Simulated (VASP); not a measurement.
# H3CCl in VASP: notebook

Runs on H3CCl. Level: PBE+D3(BJ). Tasks: single point.

Everything below comes from runs of VASP 6.6.1. Logs are shortened: lines on timing, memory, paths and dates and some standing lists are left out, and cuts for length are marked.

## (1) The cell of the first run

The cell holds an amorphous packing of atoms, 40 atoms: a = 9.029 Å, b = 9.029 Å, c = 9.029 Å, α = 90.00°, β = 90.00°, γ = 90.00°.

## (2) Single point, PBE+D3(BJ)

Contents of INCAR:

```
SYSTEM = H3CCl
PREC = Accurate
ENCUT = 520
EDIFF = 1E-7
ISMEAR = -1
SIGMA = 0.05
LREAL = Auto
LASPH = .True.
NELM = 80
ALGO = Normal
ISIF = 2
LWAVE = .False.
LCHARG = .True.
GGA = PE
IVDW = 12
LELF = .True.
LVHAR = .True.
NBANDS = 82
```

Contents of KPOINTS:

```
Automatic mesh
0
Gamma
  1 1 1
  0 0 0
```

Contents of POSCAR:

```
H3CCl
1.0
    9.0287150000      0.0000000000      0.0000000000
    0.0000000000      9.0287150000      0.0000000000
    0.0000000000      0.0000000000      9.0287150000
C Cl H
8 8 24
Direct
    0.0974487906      0.7238186209      0.3367883396
    0.4216311001      0.3628591283      0.4400860248
    0.9627827979      0.4763568507      0.7636471384
    0.9017742010      0.1023119805      0.2948117516
    0.8016647004      0.0557556362      0.7587793690
    0.3662464917      0.3235721117      0.0198940280
    0.3903513151      0.7303828228      0.9267288695
    0.5742523631      0.7505499998      0.3034316656
    0.1247790053      0.7942896665      0.5206461934
    0.4714969015      0.1704215625      0.4432475127
    0.7967269825      0.4742984649      0.6538317962
    1.0146706821      0.2494373960      0.2204016043
    0.7944153036     -0.0814048952      0.9033727636
    0.3773406941      0.2501151816     -0.1636746481
    0.2156990152      0.8271114725      0.9320074476
    0.5709798846      0.7943876457      0.4966630134
    0.1205250463      0.8122199474      0.2571952875
    0.1735905976      0.6311066078      0.3197177013
   -0.0169263324      0.6852229289      0.3272050577
    0.4373806954      0.4077393549      0.5514701842
    0.4940366905      0.4191585304      0.3610185141
    0.3054902538      0.3710494359      0.4063708239
    0.9423121393      0.4120885253      0.8643925040
    1.0518295956      0.4261047686      0.6987208208
    0.9890855084      0.5916525774      0.7900965138
    0.9640786618      0.0485748169      0.3839250213
    0.7992178880      0.1511225264      0.3369446895
    0.8795461910      0.0250530644      0.2041261599
    0.8975572871      0.1265790388      0.7795782639
    0.8133055268     -0.0027252248      0.6533913019
    0.6989057056      0.1196761031      0.7613973901
    0.3560550761      0.2316023552      0.0980367082
    0.4672780173      0.3870283471      0.0411981699
    0.2688014699      0.3953057751      0.0266961203
    0.3905080449      0.6568578284      0.8304316780
    0.4799741068      0.8118984158      0.9181518819
    0.4000884134      0.6657832198      1.0288438096
    0.5663610243      0.8533581988      0.2396751757
    0.6778012677      0.6925213640      0.2788929814
    0.4793836959      0.6790817489      0.2793314713
```

Potentials or basis: VASP PAW PBE potentials, release 64 (C, Cl, H).

Command:

```console
cat potpaw_PBE.64/C/POTCAR potpaw_PBE.64/Cl/POTCAR potpaw_PBE.64/H/POTCAR > POTCAR
mpirun -np 1 vasp_gam > vasp.out
```

OUTCAR:

```text
SYSTEM = H3CCl
   PREC = Accurate
   ENCUT = 520
   EDIFF = 1E-7
   ISMEAR = -1
   LREAL = Auto
   LASPH = .True.
   NELM = 80
   ISIF = 2
   GGA = PE
   IVDW = 12
 IVDW          = 12

 ion  position               nearest neighbor table
   1  0.097  0.724  0.337-  19 1.09  17 1.09  18 1.09   9 1.79
   2  0.422  0.363  0.440-  21 1.09  20 1.09  22 1.09  10 1.80
   3  0.963  0.476  0.764-  24 1.09  25 1.09  23 1.09  11 1.80
   4  0.902  0.102  0.295-  27 1.09  28 1.09  26 1.10  12 1.80
   5  0.802  0.056  0.759-  29 1.09  31 1.09  30 1.09  13 1.80
   6  0.366  0.324  0.020-  32 1.09  34 1.09  33 1.09  14 1.79
   7  0.390  0.730  0.927-  35 1.09  37 1.09  36 1.10  15 1.80
   8  0.574  0.751  0.303-  40 1.09  39 1.09  38 1.09  16 1.79
   9  0.125  0.794  0.521-   1 1.79
  10  0.471  0.170  0.443-   2 1.80
  11  0.797  0.474  0.654-   3 1.80
  12  0.015  0.249  0.220-   4 1.80
  13  0.794  0.919  0.903-   5 1.80
  14  0.377  0.250  0.836-   6 1.79
[... 24 lines left out ...]
  39  0.678  0.693  0.279-   8 1.09
  40  0.479  0.679  0.279-   8 1.09

  LATTYP: Found a simple cubic cell.
 ALAT       =     9.0287150000

  Lattice vectors:

 A1 = (   9.0287150000,   0.0000000000,   0.0000000000)
 A2 = (   0.0000000000,   9.0287150000,   0.0000000000)
 A3 = (   0.0000000000,   0.0000000000,   9.0287150000)

Analysis of symmetry for initial positions (statically):
=====================================================================
 Subroutine PRICEL returns:
 Original cell was already a primitive cell.

 Routine SETGRP: Setting up the symmetry group for a
 simple cubic supercell.

 Subroutine GETGRP returns: Found  1 space group operations
 (whereof  1 operations were pure point group operations)
 out of a pool of 48 trial point group operations.

The static configuration has the point symmetry C_1 .

Analysis of symmetry for dynamics (positions and initial velocities):
=====================================================================
 Subroutine PRICEL returns:
 Original cell was already a primitive cell.

 Routine SETGRP: Setting up the symmetry group for a
 simple cubic supercell.

 Subroutine GETGRP returns: Found  1 space group operations
 (whereof  1 operations were pure point group operations)
 out of a pool of 48 trial point group operations.

The dynamic configuration has the point symmetry C_1 .

 Subroutine INISYM returns: Found  1 space group operations
 (whereof  1 operations are pure point group operations),
 and found     1 'primitive' translations

----------------------------------------------------------------------------------------

                                     Primitive cell

  volume of cell :     736.0000

  direct lattice vectors                    reciprocal lattice vectors
     9.028715000  0.000000000  0.000000000     0.110757732  0.000000000  0.000000000
     0.000000000  9.028715000  0.000000000     0.000000000  0.110757732  0.000000000
     0.000000000  0.000000000  9.028715000     0.000000000  0.000000000  0.110757732

  length of vectors
     9.028715000  9.028715000  9.028715000     0.110757732  0.110757732  0.110757732

  position of ions in fractional coordinates (direct lattice)
     0.097448791  0.723818621  0.336788340
     0.421631100  0.362859128  0.440086025
     0.962782798  0.476356851  0.763647138
     0.901774201  0.102311980  0.294811752
     0.801664700  0.055755636  0.758779369
     0.366246492  0.323572112  0.019894028
[... 32 lines left out ...]
     0.677801268  0.692521364  0.278892981
     0.479383696  0.679081749  0.279331471

  ion indices of the primitive-cell ions
   primitive index   ion index
                 1           1
                 2           2
                 3           3
                 4           4
                 5           5
                 6           6
[... 32 lines left out ...]
                39          39
                40          40

----------------------------------------------------------------------------------------

 KPOINTS: Automatic mesh

Automatic generation of k-mesh.
 Grid dimensions read from file:
 generate k-points for:    1    1    1

 Generating k-lattice:

  Cartesian coordinates                     Fractional coordinates (reciprocal lattice)
     0.110757732  0.000000000  0.000000000     1.000000000  0.000000000  0.000000000
     0.000000000  0.110757732  0.000000000     0.000000000  1.000000000  0.000000000
     0.000000000  0.000000000  0.110757732     0.000000000  0.000000000  1.000000000

  Length of vectors
     0.110757732  0.110757732  0.110757732

  Shift w.r.t. Gamma in fractional coordinates (k-lattice)
     0.000000000  0.000000000  0.000000000

 Subroutine IBZKPT returns following result:
 ===========================================

 Found      1 irreducible k-points:

 Following reciprocal coordinates:
            Coordinates               Weight
  0.000000  0.000000  0.000000      1.000000
   k-points           NKPTS =      1   k-points in BZ     NKDIM =      1   number of bands    NBANDS=     82
   number of dos      NEDOS =    301   number of ions     NIONS =     40
   total plane-waves  NPLWV = 343000
   dimension x,y,z NGX =    70 NGY =   70 NGZ =   70
   dimension x,y,z NGXF=   140 NGYF=  140 NGZF=  140
   ions per type =               8   8  24
   NGX,Y,Z   is equivalent  to a cutoff of  12.89, 12.89, 12.89 a.u.
   NGXF,Y,Z  is equivalent  to a cutoff of  25.78, 25.78, 25.78 a.u.
 SYSTEM =  H3CCl
   PREC   = accura    normal or accurate (medium, high low for compatibility)
   ISTART =      0    job   : 0-new  1-cont  2-samecut
   ICHARG =      2    charge: 1-file 2-atom 10-const
   ISPIN  =      1    spin polarized calculation?
   LNONCOLLINEAR =      F non collinear calculations
   LSORBIT =      F    spin-orbit coupling
   LASPH  =      T    aspherical Exc in radial PAW
   ENCUT  =  520.0 eV  38.22 Ry    6.18 a.u.  16.79 16.79 16.79*2*pi/ulx,y,z
   NELM   =     80;   NELMIN=  2; NELMDL= -5     # of ELM steps
   EDIFF  = 0.1E-06   stopping-criterion for ELM
   LREAL  =      T    real-space projection
   EDIFFG = 0.1E-05   stopping-criterion for IOM
   NSW    =      0    number of steps for IOM
   IBRION =     -1    ionic relax: 0-MD 1-quasi-New 2-CG
   NFREE  =      0    steps in history (QN), initial steepest desc. (CG)
   ISIF   =      2    stress and relaxation
   ISYM   =      2    0-nonsym 1-usesym 2-fastsym
   POTIM  = 0.5000    time-step for ionic-motion
   TEBEG  =    0.0;   TEEND  =   0.0 temperature during run
   PSTRESS=    0.0 pullay stress
   NELECT =     112.0000    total number of electrons
   NUPDOWN=      -1.0000    fix difference up-down
   EMIN   =  10.00;   EMAX   =-10.00  energy-range for DOS
   EFERMI =   0.00;   METHOD = LEGACY
   ISMEAR =    -1;   SIGMA  =   0.05  broadening in eV -4-tet -1-fermi 0-gaus
   EFERMI_NEDOS =   21; number of points for ismear=-14 and -15
   IALGO  =     38    algorithm
   IMIX   =      4    mixing-type and parameters
     AMIX     =   0.40;   BMIX     =  1.00
     AMIX_MAG =   1.60;   BMIX_MAG =  1.00
  volume/ion in A,a.u.               =      18.40       124.17
  Fermi-wavevector in a.u.,A,eV,Ry     =   0.874020  1.651659 10.393649  0.763912
  Thomas-Fermi vector in A             =   1.993493
   LORBIT       =      0    0 simple, 1 ext, 2 COOP (PROOUT), +10 PAW based schemes
   GGA     = PE    functional components
   LHFCALC =     F    Hartree Fock is set to
   AEXX    =    0.0000 exact exchange contribution
   IVDW    =    12    specifies the selected vdW correction
   LEPSILON=     F    determine dielectric tensor
   LRPA    =     F    only Hartree local field effects (RPA)
 non-spin polarized calculation
  energy-cutoff  :      520.00
  volume of cell :      736.00
 maximum number of plane-waves:      9919
 NGX is ok and might be reduce to    70
   NGX = 33   NGY = 33   NGZ = 33

 number of electron     112.0000006 magnetization

 Free energy of the ion-electron system (eV)
  ---------------------------------------------------
  ext. energy  EPLUGINS =         0.00000000
  ---------------------------------------------------
  free energy    TOTEN  =      -179.90377990 eV

  energy without entropy =     -179.90377990  energy(sigma->0) =     -179.90377990

 E-fermi :  -2.2950     XC(G=0):  -5.8903

 val. band max:       -3.5474672746   @ k =   0.0000   0.0000   0.0000
 cond. band min:       1.7359169783   @ k =   0.0000   0.0000   0.0000
 fundamental gap:      5.2833842529
 Fermi energy:        -2.2950239394

 k-point     1 :       0.0000    0.0000    0.0000
  band No.  band energies     occupation
      1     -18.1529      2.00000
      2     -18.1202      2.00000
      3     -18.0108      2.00000
      4     -18.0041      2.00000
      5     -17.9838      2.00000
      6     -17.9505      2.00000
[... 60 lines left out ...]
     67       3.5463      0.00000
     68       3.7508      0.00000
 [bands above 68 left out]

------------------------ aborting loop because EDIFF is reached ----------------------------------------

 Edisp (eV)   -1.65831

 E8    (eV) :    -0.4254

  FORCE on cell =-STRESS in cart. coord.  units (eV):
  Direction    XX          YY          ZZ          XY          YZ          ZX
  --------------------------------------------------------------------------------------
  -------------------------------------------------------------------------------------
  Total      -2.62617    -2.61588    -3.06249     0.06019     0.09503     0.01230
  in kB      -5.71684    -5.69444    -6.66665     0.13104     0.20686     0.02678
  external pressure =       -6.03 kB  Pullay stress =        0.00 kB

 VOLUME and BASIS-vectors are now :
 -----------------------------------------------------------------------------
  energy-cutoff  :      520.00
  volume of cell :      736.00
      direct lattice vectors                 reciprocal lattice vectors
     9.028715000  0.000000000  0.000000000     0.110757732  0.000000000  0.000000000
     0.000000000  9.028715000  0.000000000     0.000000000  0.110757732  0.000000000
     0.000000000  0.000000000  9.028715000     0.000000000  0.000000000  0.110757732

 POSITION                                       TOTAL-FORCE (eV/Angst)
 -----------------------------------------------------------------------------------
      0.87984      6.53515      3.04077         0.017576      0.049265      0.146757
      3.80679      3.27615      3.97341         0.033216     -0.120445     -0.010232
      8.69269      4.30089      6.89475        -0.112886      0.016899     -0.068995
      8.14186      0.92375      2.66177         0.137548      0.139240     -0.046454
      7.23800      0.50340      6.85080        -0.006276     -0.086967      0.070053
      3.30674      2.92144      0.17962         0.023579     -0.001848     -0.044507
[... 32 lines left out ...]
      6.11967      6.25258      2.51805         0.001800      0.008627     -0.017062
      4.32822      6.13124      2.52200        -0.004340      0.026202      0.002772
 -----------------------------------------------------------------------------------
    total drift:                               -0.010548     -0.007669     -0.000426

  FREE ENERGIE OF THE ION-ELECTRON SYSTEM (eV)
  ---------------------------------------------------
  free  energy   TOTEN  =      -181.5620891763 eV

  energy  without entropy=     -181.5620891763  energy(sigma->0) =     -181.56208918
```

Run time: 2.7 min. Hardware: 1 thread of Intel Xeon Platinum 8259CL at 2.50GHz (Skylake/Cascade Lake), shared host; peak memory 0.66 GiB.

What came out:

- Free energy: -181.5621 eV
- Pressure: -0.6 GPa
- Largest force: 0.240 eV/Å
- Band gap on the k mesh: 5.28 eV
- Dispersion energy per atom: -0.041 eV

Forces in eV/Å, atoms in the order of the input:
```
C    0.018  0.049  0.147
C    0.033 -0.120 -0.010
C   -0.113  0.017 -0.069
C    0.138  0.139 -0.046
C   -0.006 -0.087  0.070
C    0.024 -0.002 -0.045
C   -0.179  0.158 -0.021
C   -0.016  0.038  0.120
Cl  -0.010 -0.035 -0.116
Cl  -0.021  0.095 -0.004
Cl   0.122 -0.023  0.078
Cl  -0.104 -0.103  0.081
Cl  -0.004  0.041 -0.057
Cl   0.008  0.004  0.016
Cl   0.182 -0.152  0.004
Cl   0.001 -0.038 -0.124
H    0.004  0.004 -0.017
H    0.007 -0.020  0.007
H   -0.020 -0.007  0.000
H    0.000  0.008  0.018
H    0.011  0.021 -0.001
H   -0.021  0.007 -0.006
H    0.000  0.005  0.016
H    0.024 -0.001 -0.002
H    0.004 -0.007 -0.003
H   -0.003  0.012 -0.016
H   -0.018 -0.013  0.005
H   -0.035 -0.006 -0.003
H    0.018  0.004  0.010
H    0.001 -0.016 -0.012
H   -0.016  0.006  0.009
H   -0.001 -0.031  0.014
H    0.019 -0.013  0.012
H   -0.015  0.008  0.001
H   -0.007  0.016 -0.033
H   -0.063 -0.027  0.005
H    0.029  0.033 -0.023
H    0.013  0.001  0.011
H    0.002  0.009 -0.017
H   -0.004  0.026  0.003
```

Stress tensor (GPa, compression positive):
```
-0.57  0.01  0.00
 0.01 -0.57  0.02
 0.00  0.02 -0.67
```

Caveat: the k points lie up to 0.70 Å⁻¹ apart.

## (3) Single point, PBE+D3(BJ)

Contents of INCAR:

```
SYSTEM = H3CCl
ALGO = Normal
EDIFF = 1E-7
ENCUT = 520
GGA = PE
ISIF = 2
ISMEAR = -1
IVDW = 12
LASPH = .TRUE.
LCHARG = .TRUE.
LELF = .TRUE.
LREAL = Auto
LVHAR = .TRUE.
LWAVE = .FALSE.
NBANDS = 82
NELM = 80
PREC = Accurate
SIGMA = 0.05
```

Contents of KPOINTS:

```
k-points
0
G
  1 1 1
  0 0 0
```

Contents of POSCAR:

```
H3CCl
1.0
    9.0287150000      0.0000000000      0.0000000000
    0.0000000000      9.0287150000      0.0000000000
    0.0000000000      0.0000000000      9.0287150000
C Cl H
8 8 24
Direct
    0.1004129602      0.7399834860      0.3240882008
    0.4332731734      0.3700194324      0.4404835018
    0.9782122927      0.4504849250      0.7135677668
    0.8855302222      0.1262638150      0.2993116961
    0.8124079672      0.0494311760      0.7620353505
    0.4166927409      0.2590291088      0.0411021945
    0.3901330367      0.7280216509      0.9366670672
    0.5711776261      0.7725794867      0.3080947843
    0.1127735231      0.7996265249      0.5170835495
    0.4415578518      0.1606097878      0.4422113224
    0.7853941563      0.4647394452      0.6760098198
    0.9969192737      0.2600259284      0.2064634890
    0.8358664550     -0.0641398028      0.9085235274
    0.3678707324      0.2472001830     -0.1438521429
    0.2291798999      0.8282906261      0.9260010976
    0.5389914290      0.8233397554      0.4959509742
    0.1164728314      0.8317905704      0.2592949274
    0.1944351993      0.6539690310      0.3146294905
    0.0079524052      0.6549547748      0.3165345235
    0.4003670511      0.4238698419      0.5427018130
    0.5479628053      0.3704624634      0.4200708517
    0.3836204820      0.4162275584      0.3517665581
    0.9998432778      0.3614246324      0.8022736347
    1.0551446136      0.4319883837      0.6227242747
    1.0256276779      0.5611983544      0.7416227005
    0.9423046358      0.0865682437      0.4004999604
    0.7591002706      0.1630243063      0.3172322972
    0.8811109887      0.0350769739      0.2244062416
    0.8715415206      0.1546177944      0.7716269702
    0.8736126902     -0.0123605629      0.6756996981
    0.7013954920      0.0535845909      0.7343348417
    0.4242574940      0.1463774192      0.0894036416
    0.5357573032      0.3010948956      0.0264932496
    0.3400151627      0.3293934962      0.1078337283
    0.4161278764      0.6882153219      0.8305500838
    0.4835904113      0.7856488991      0.9838277097
    0.3970110918      0.6239093825      0.9955126505
    0.5970506323      0.8754623443      0.2324140257
    0.6672488831      0.7115741277      0.3379993720
    0.4864368850      0.7105773081      0.2578550768
```

Potentials or basis: VASP PAW PBE potentials, release 64 (C, Cl, H).

Command:

```console
cat potpaw_PBE.64/C/POTCAR potpaw_PBE.64/Cl/POTCAR potpaw_PBE.64/H/POTCAR > POTCAR
mpirun -np 1 vasp_gam > vasp.out
```

Run time: 2.5 min. Hardware: 1 thread of Intel Xeon Platinum 8259CL at 2.50GHz (Skylake/Cascade Lake), shared host; peak memory 0.66 GiB.

It converged, with:

```yaml
Free_energy: -178.7160 eV
Pressure: 0.3 GPa
Largest_force: 5.753 eV/Å
Band_gap_on_the_k_mesh: 5.13 eV
Dispersion_energy_per_atom: -0.041 eV
```

Forces on the atoms (eV/Å):
```
C    0.788 -4.964  2.799
C    1.709 -2.494  2.146
C    1.320  0.076  1.425
C   -1.907  0.432  0.674
C    2.701 -0.012 -1.921
C    1.980  0.094  0.757
C    1.259 -0.768  0.531
C    1.495  2.700 -0.247
Cl  -0.211 -0.020 -0.413
Cl  -1.065  1.068  0.176
Cl   0.438 -0.086 -0.264
Cl  -0.150  0.287  0.197
Cl   0.184 -1.302  2.588
Cl  -0.979 -0.173 -1.373
Cl  -0.966  0.340  0.451
Cl  -0.992  0.458  0.346
H   -0.172  1.819 -1.857
H   -0.518  1.461 -0.177
H    0.091  1.706 -0.353
H   -0.072 -0.451  0.465
H    1.571  1.252  0.162
H   -2.124  0.816 -2.886
H   -0.316  1.299 -0.947
H   -0.624 -0.874 -0.982
H   -0.791 -0.358  0.780
H   -0.360  0.479 -0.103
H    2.527 -0.309 -0.070
H   -0.110 -0.870 -0.673
H   -0.421  0.208  0.336
H   -0.377  0.435 -0.402
H   -2.165  0.588 -0.592
H   -0.230  0.398 -0.097
H   -1.324 -0.091  1.116
H    0.545 -0.255 -0.470
H    0.612  0.002 -1.839
H    0.302  0.940 -0.121
H   -1.201 -0.531  0.912
H   -0.294 -1.503  1.390
H    1.100 -0.914 -1.198
H   -1.251 -0.887 -0.266
```

Stress tensor (GPa, compression positive):
```
-0.16  0.20  0.63
 0.20 -0.68  0.08
 0.63  0.08  1.84
```

Levels at points of the mesh, in eV from the valence-band top:
| k point | band 52 | band 53 | band 54 | band 55 | band 56 | band 57 | band 58 | band 59 | band 60 | band 61 |
| --- | --- | --- | --- | --- | --- | --- | --- | --- | --- | --- |
| (0.00, 0.00, 0.00) | -0.22 | -0.20 | -0.11 | -0.08 | 0.00 | 5.13 | 5.42 | 5.70 | 5.76 | 6.06 |

Caveat: the k points lie up to 0.70 Å⁻¹ apart.

[end of part 1 of 2]
